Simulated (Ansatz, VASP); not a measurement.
**One calculation of Ru, two programs**

```
Ru
1.0
     2.68948    0.00000    0.00000
    -1.34474    2.32916    0.00000
     0.00000    0.00000    4.12438
Ru
2
Direct
  0.33333 0.66667 0.25000
  0.66667 0.33333 0.75000
```

Change from the starting cell: strain along c alone, the other axes held, atoms relaxed: -3.0 %.

Alike in both runs: task single point; functional PBEsol; k mesh 24 × 24 × 12; occupations gaussian, width 0.1 eV; no spin polarisation.

|  | VASP | Ansatz |
| --- | --- | --- |
| version | VASP 6.6.1 | Ansatz 0.2.0 |
| potentials or method | VASP PAW PBE potentials, release 64 (Ru_pv), cutoff 520 eV | scalar-relativistic, plane waves, PAW |
| valence electrons in the cell | 28 | 32 |

VASP gave:

```
gap on the k mesh at the Fermi level (eV)                     : none
pressure (GPa)                                                : 12.3
traceless stress, the component that is largest in VASP (GPa) : 10.59
```

Q: Estimate Ansatz's values.

A: gap on the k mesh at the Fermi level (eV): none; pressure (GPa): 12.3; traceless stress, the component that is largest in VASP (GPa): 10.55.

VASP's potentials were made for PBE, not for PBEsol. A gap of «none» marks a metal or a gap that the smearing closes. VASP's potentials hold 28 valence electrons a cell and Ansatz's 32, so a difference there can come from the potentials and not from the codes.
